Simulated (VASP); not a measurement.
Here is a VASP 6.6.1 calculation.

The input INCAR:

```
SYSTEM = Nb
PREC = Accurate
ENCUT = 600
EDIFF = 1E-6
ISMEAR = -1
SIGMA = 0.05
LREAL = .False.
LASPH = .True.
NELM = 60
ALGO = Fast
ISIF = 3
LWAVE = .False.
LCHARG = .False.
GGA = CA
IBRION = 2
NSW = 60
EDIFFG = -0.01
```

Contents of KPOINTS:

```
regular mesh
0
Gamma
  11 11 11
  0 0 0
```

POSCAR

```
Nb
1.0
    0.0000000000      2.1150000000      2.1150000000
    2.1150000000      0.0000000000      2.1150000000
    2.1150000000      2.1150000000      0.0000000000
Nb
1
Direct
    0.0000000000      0.0000000000      0.0000000000
```

Potentials or basis: VASP PAW LDA potentials, release 64 (Nb_sv).

Run with:

```bash
$ cat potpaw_LDA.64/Nb_sv/POTCAR > POTCAR
$ mpirun -np 1 vasp_std > vasp.out
```

Question: What does it give for the relaxed volume?

Answer: 17.69 Å³/atom.

Question: Predict the space group after relaxing (to 0.05 Å).

Answer: Fm-3m (No. 225).

Final structure:
```xyz
1
Lattice="0.0000 2.0679 2.0679 2.0679 0.0000 2.0679 2.0679 2.0679 0.0000" Properties=species:S:1:pos:R:3 pbc="T T T"
Nb    2.0679    2.0679    0.0000
```

LDA usually gives volumes a few per cent too small. Zero-point motion and thermal expansion aren't in these numbers.
